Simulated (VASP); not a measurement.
Set up this calculation in VASP 6.6.1, as the native input.

| Quantity | Value |
| --- | --- |
| Task | single point |
| Functional | PBEsol |
| Potentials or basis | VASP PAW PBE potentials, release 64 (Sn_d) |
| Cutoff | 520 eV |
| k mesh | 22 × 22 × 22 |
| Occupations | gaussian, width 0.15 eV |
| Spin | no spin polarisation |
| Dipole correction | no |
| Further INCAR settings | ALGO = Fast; EDIFF = 1e-06; NBANDS = 13 |

The structure of Sn lies in POSCAR:

```
Sn
1.0
   -1.9660147734      1.9660147734      1.9192048979
    1.9660147734     -1.9660147734      1.9192048979
    1.9660147734      1.9660147734     -1.9192048979
Sn
1
Direct
    0.0000000000      0.0000000000      0.0000000000
```

This cell differs from its parent crystal: strain +0.050 along x and y, +0.025 along z.

These files were run (other wordings do the same):

INCAR

```
SYSTEM = Sn
PREC = Accurate
ENCUT = 520
EDIFF = 1E-6
ISMEAR = 0
SIGMA = 0.15
LREAL = .False.
LASPH = .True.
NELM = 80
ALGO = Fast
ISIF = 2
LWAVE = .False.
LCHARG = .False.
GGA = PS
NBANDS = 13
```

KPOINTS

```
regular mesh
0
Gamma
  22 22 22
  0 0 0
```

Potentials or basis: VASP PAW PBE potentials, release 64 (Sn_d).

Command:

```console
$ cat potpaw_PBE.64/Sn_d/POTCAR > POTCAR
$ mpirun -np 1 vasp_std > vasp.out
```

It gave:

```
Pressure               : -5.2 GPa
Band gap on the k mesh : zero (bands 7 and 8 overlap by 9.26 eV)
```

Caveat: the cell differs from its parent crystal (strain +0.050 along x and y, +0.025 along z); the cell stands under tension; the PAW data sets were made with another functional, which shifts forces and pressure a little; spin-orbit coupling is left out, which moves the levels of the heavy elements.

Wall time 8.9 min on 1 thread of Intel Xeon 8259CL, with other jobs on the host, peak memory 0.4 GiB.
